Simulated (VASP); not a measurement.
Si2C: relaxation of cell and atoms with PBE

The system is Si2C.

```xyz
6
Lattice="2.8156 0.0000 0.0000 -1.4078 2.4384 0.0000 0.0000 0.0000 12.5865" Properties=species:S:1:pos:R:3 pbc="T T T"
Si    0.0000    1.6256    8.3910
Si    0.0000    1.6256    4.1955
Si    1.4078    0.8128    8.3910
Si    1.4078    0.8128    4.1955
C     0.0000    1.6256    0.0000
C     1.4078    0.8128    0.0000
```

```
Program                : VASP 6.6.1
Task                   : relaxation of cell and atoms
Functional             : PBE
Potentials or basis    : VASP PAW PBE potentials, release 64 (Si, C_h)
Cutoff                 : 1300 eV
k mesh                 : 6 × 6 × 2
Occupations            : gaussian, width 0.1 eV
Spin                   : no spin polarisation
Dipole correction      : no
Further INCAR settings : ALGO = Normal; EDIFF = 1e-07; IBRION = 2; EDIFFG = -0.04; NSW = 90; ISIF = 3
```

```yaml
Relaxed_volume: 17.21 Å³/atom
Relaxed_cell: a = 4.020 Å, b = 4.020 Å, c = 7.380 Å, α = 90.00°, β = 90.00°, γ = 120.00°
Space_group_after_relaxing_to_0.1_Å: P6/mmm (No. 191)
Energy_gained_by_relaxing: 5959.5 meV/atom
Ionic_steps: 43
Pressure_after_relaxing: 0.1 GPa
Largest_force_after_relaxing: 0.010 eV/Å
Band_gap_on_the_k_mesh: zero (bands 12 and 13 overlap by 0.54 eV)
```

Forces in eV/Å, atoms in the order of the input:
```
Si   0.000  0.000 -0.010
Si   0.000  0.000  0.010
Si   0.000  0.000 -0.010
Si   0.000  0.000  0.010
C    0.000  0.000  0.000
C    0.000  0.000  0.000
```

Stress tensor (GPa, compression positive):
```
 0.13  0.00  0.00
 0.00  0.13  0.00
 0.00  0.00 -0.07
```

The path:
```
step  energy change (eV)  largest force (eV/Å)  pressure (GPa)  volume (Å³)
   1              0.0000                0.0126          164.68        86.41
   3            -16.5602                0.1787           -8.23       320.50
   5            -29.1012                0.0562           -7.70       169.44
   7            -29.8058                0.0350           -2.79       155.35
   9            -29.8703                0.0311           -0.48       150.97
  11            -29.8719                0.0311           -0.02       149.97
  13            -29.8756                0.0351           -0.01       148.49
  15            -29.8986                0.0676           -0.03       141.81
  17            -30.3289                0.3645            1.00       115.11
  19            -30.8542                0.7623           68.80        68.29
  21            -33.6005                1.9896           24.65        78.28
  23            -33.9797                1.9749           19.80        80.20
  25            -34.9931                1.7934            5.46        88.15
  27            -35.2779                1.3892           -4.10        97.02
  29            -35.3481                1.2376           -2.55        95.69
  31            -35.4462                0.6509            6.55        93.09
  33            -35.5355                0.1756            2.68        94.02
  35            -35.6182                0.2107           -0.55        98.07
  37            -35.6429                0.2599           -2.81       101.78
  39            -35.7321                0.0052           -0.97       102.29
  41            -35.7533                0.1491            0.86       102.62
  43            -35.7569                0.0105            0.06       103.28
```

Final structure:
```
Si C
1.0
     4.01996    0.00000    0.00000
    -2.00998    3.48138    0.00000
     0.00000    0.00000    7.37990
Si C
4 2
Direct
  0.33333 0.66667 0.74181
  0.33333 0.66667 0.25819
  0.66667 0.33333 0.74181
  0.66667 0.33333 0.25819
  0.33333 0.66667 0.00000
  0.66667 0.33333 0.00000
```

Levels at points of the mesh, in eV from the Fermi level:
| k point | band 8 | band 9 | band 10 | band 11 | band 12 | band 13 | band 14 | band 15 | band 16 |
| --- | --- | --- | --- | --- | --- | --- | --- | --- | --- |
| (0.00, 0.00, 0.00) | -3.90 | -1.70 | -1.70 | -0.43 | 0.09 | 0.09 | 0.23 | 0.23 | 1.30 |
| (0.50, 0.00, 0.00) | -3.09 | -2.87 | -2.61 | -2.59 | -0.95 | 1.30 | 1.33 | 1.59 | 2.18 |
| (0.00, 0.00, 0.50) | -3.94 | -1.94 | -1.94 | 0.28 | 0.28 | 0.46 | 0.46 | 1.94 | 2.38 |
| (0.50, 0.00, 0.50) | -4.30 | -3.33 | -3.14 | -2.38 | -0.51 | 0.19 | 2.05 | 2.48 | 3.45 |

Wall time 55 min on 1 thread of Intel(R) Xeon(R) Platinum 8375C CPU @ 2.90GHz (Ice Lake), on a shared host, peak memory 0.53 GiB.

Caveat: the k points lie up to 0.43 Å⁻¹ apart in the final cell, too coarse for converged energies and pressures of a metal; the volume moved by over 15 % at a fixed basis, so the end points are rough; semilocal functionals underestimate gaps, and a narrow one can read as zero.
